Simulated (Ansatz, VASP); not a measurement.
One calculation of BaHfO3, two programs

```
Ba Hf O
1.0
     4.16957    0.00000    0.00000
     0.00000    4.16957    0.00000
     0.00000    0.00000    4.17038
Ba Hf O
1 1 3
Cartesian
  2.0430 2.1554 4.3470
  -0.2142 0.0719 2.1231
  0.0767 2.1730 2.1614
  1.9901 -0.0129 2.0175
  -0.1438 0.0652 4.2603
```

Alike in both runs: task single point; functional PBE; k mesh 4 × 4 × 4; no spin polarisation.

|  | VASP | Ansatz |
| --- | --- | --- |
| version | VASP 6.6.1 | Ansatz 0.2.0 |
| potentials or method | VASP PAW PBE potentials, release 64 (Ba_sv, Hf_pv, O), cutoff 520 eV | plane waves, PAW |
| occupations | gaussian, width 0.01 eV | fixed |
| valence electrons in the cell | 38 | 54 |

|  | VASP | Ansatz | Ansatz less VASP |
| --- | --- | --- | --- |
| rms of the force components (eV/Å) | 0.675 | 0.659 | -0.0157 |

Atom by atom the forces differ by 0.041 eV/Å (rms over components). VASP's potentials hold 38 valence electrons a cell and Ansatz's 54, so a difference there can come from the potentials and not from the codes.

Neither program's run includes spin-orbit coupling.
